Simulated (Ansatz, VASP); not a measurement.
Sr2C: VASP beside Ansatz

File POSCAR:

```
Sr2C
1.0
    0.0000000000      3.2761388821      3.2761388821
    3.2761388821      0.0000000000      3.2761388821
    3.2761388821      3.2761388821      0.0000000000
C Sr
1 2
Direct
    0.0000000000      0.0000000000      0.0000000000
    0.2500000000      0.2500000000      0.2500000000
    0.7500000000      0.7500000000      0.7500000000
```

INCAR.step1

```
PREC     = Accurate       # precision mode
ENCUT    = 520            # plane-wave cutoff, eV
EDIFF    = 1E-5           # SCF threshold, eV
ISMEAR   = -1             # smearing method
SIGMA    = 0.02           # smearing width, eV
LREAL    = F              # projectors in reciprocal space
LASPH    = T              # aspherical terms in the spheres
NELM     = 100            # most SCF steps
ALGO     = Normal         # electronic algorithm
ISIF     = 2              # what is computed and relaxed
LWAVE    = T              # write WAVECAR
LCHARG   = F              # write CHGCAR
NBANDS   = 19             # bands
GGA      = PE             # functional
```

Contents of INCAR.step2:

```
PREC     = Accurate       # precision mode
ENCUT    = 520            # plane-wave cutoff, eV
EDIFF    = 1E-7           # SCF threshold, eV
ISMEAR   = -1             # smearing method
SIGMA    = 0.02           # smearing width, eV
LREAL    = F              # projectors in reciprocal space
LASPH    = T              # aspherical terms in the spheres
NELM     = 100            # most SCF steps
ALGO     = Normal         # electronic algorithm
ISIF     = 2              # what is computed and relaxed
LWAVE    = F              # write WAVECAR
LCHARG   = F              # write CHGCAR
GGA      = PE             # functional
LHFCALC  = T              # exact exchange
HFSCREEN = 0.2079         # screening, 1/A
PRECFOCK = Normal       
NBANDS   = 19             # bands
ISTART   = 1
```

KPOINTS

```
Automatic mesh
0
Gamma
  4 4 4
```

Input for Ansatz:

```yaml
crystal:
  lattice:
    - [0.0, 3.2761388821, 3.2761388821]
    - [3.2761388821, 0.0, 3.2761388821]
    - [3.2761388821, 3.2761388821, 0.0]
  atoms:
    - { symbol: C, position: [0.0, 0.0, 0.0] }
    - { symbol: Sr, position: [0.25, 0.25, 0.25] }
    - { symbol: Sr, position: [0.75, 0.75, 0.75] }
kpoints:
  mp_grid: { grid: [4, 4, 4] }
  band_path:
    path:
      - [0.0, 0.0, 0.0]
      - [0.5, 0.0, 0.5]
      - [0.625, 0.25, 0.625]
      - [0.375, 0.375, 0.75]
      - [0.5, 0.5, 0.5]
      - [0.5, 0.25, 0.75]
      - [0.0, 0.5, 0.5]
      - [0.0, 0.42513, -0.42513]
    npoints: 1
hamiltonian:
  xc: hse06
scf:
  occupations: { method: fermi_dirac, width: 0.02 }
  n_extra_bands: 4
output:
  forces: true
  stress: true
  eigenvalues: true
```

Change from the starting cell: hydrostatic strain -2.5%.

Alike in both runs: task single point; functional HSE06; k mesh 4 × 4 × 4; occupations fermi-dirac, width 0.02 eV; no spin polarisation.

|  | VASP | Ansatz |
| --- | --- | --- |
| version | VASP 6.6.1 | Ansatz 0.2.0 |
| potentials or method | VASP PAW PBE potentials, release 64 (C, Sr_sv) | plane waves, PAW |
| plane-wave cutoff (eV) | 520 | 420 |
| valence electrons in the cell | 24 | 24 |

VASP gave:

```
pressure (GPa) : 3.9
```

**Question.** Which values does Ansatz return?

**Answer.** Pressure (GPa): 3.6.

Ansatz's warnings: stress exchange threshold loose, stress scf threshold loose.
